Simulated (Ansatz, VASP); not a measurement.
# HfZrS3: VASP beside Ansatz

INCAR

```
SYSTEM = HfZrS3
ALGO = Normal ; EDIFF = 1E-6
ENCUT = 520 ; GGA = PE
ISIF = 2 ; ISMEAR = 0
ISPIN = 2 ; LASPH = .TRUE.
LCHARG = .TRUE. ; LELF = .TRUE.
LMAXMIX = 4 ; LORBIT = 11
LREAL = .FALSE. ; LVHAR = .TRUE.
LWAVE = .FALSE. ; MAGMOM = 1 0 0 0 0
NBANDS = 32 ; NELM = 150
PREC = Accurate ; SIGMA = 0.1
```

KPOINTS

```
k-points
0
G
  4 4 4
  0 0 0
```

The input POSCAR:

```
HfZrS3
1.0
    4.8325831002      0.0000000000      0.0000000000
    0.0000000000      4.8325831002      0.0000000000
    0.0000000000      0.0000000000      4.8325831002
Zr Hf S
1 1 3
Direct
    0.5000000000      0.5000000000      0.5000000000
    0.0000000000      0.0000000000      0.0000000000
    0.5000000000      0.0000000000      0.0000000000
    0.0000000000      0.5000000000      0.0000000000
    0.0000000000      0.0000000000      0.5000000000
```

Input for Ansatz:

```yaml
crystal:
  lattice:
    - [4.8325831002, 0.0, 0.0]
    - [0.0, 4.8325831002, 0.0]
    - [0.0, 0.0, 4.8325831002]
  atoms:
    - { symbol: Zr, position: [0.5, 0.5, 0.5], spin: 1.0 }
    - { symbol: Hf, position: [0.0, 0.0, 0.0] }
    - { symbol: S, position: [0.5, 0.0, 0.0] }
    - { symbol: S, position: [0.0, 0.5, 0.0] }
    - { symbol: S, position: [0.0, 0.0, 0.5] }
basis:
  ecutwfc: 420
kpoints:
  mp_grid: { grid: [4, 4, 4] }
hamiltonian:
  xc: pbe
scf:
  occupations: { method: gaussian, width: 0.1 }
  lower_state_search: "off"
output:
  forces: true
  stress: true
  eigenvalues: true
  populations: true
magnetization:
  spin_polarized: true
```

Alike in both runs: task single point; functional PBE; k mesh 4 × 4 × 4; occupations gaussian, width 0.1 eV; collinear spin.

|  | VASP | Ansatz |
| --- | --- | --- |
| version | VASP 6.6.1 | Ansatz 0.2.0 |
| potentials or method | VASP PAW PBE potentials, release 64 (Zr_sv, Hf_pv, S), cutoff 520 eV | scalar-relativistic, plane waves, PAW |
| valence electrons in the cell | 40 | 56 |

Ansatz gave:

| Quantity | Value |
| --- | --- |
| gap on the k mesh at the Fermi level (eV) | none |
| pressure (GPa) | 1.3 |
| net moment per atom (μB) | 0.33 |
| size of the moment on the site where the two differ most (μB) | 1.38 |

Problem. What did VASP give for the same quantities?

Solution. gap on the k mesh at the Fermi level (eV): none; pressure (GPa): 1.0; net moment per atom (μB): 0.33; size of the moment on the site where the two differ most (μB): 1.23.

Site moments also hang on the region over which each program counts them. A gap of «none» marks a metal or a gap that the smearing closes. VASP's potentials hold 40 valence electrons a cell and Ansatz's 56, so a difference there can come from the potentials and not from the codes.

Spin-orbit coupling is off throughout.
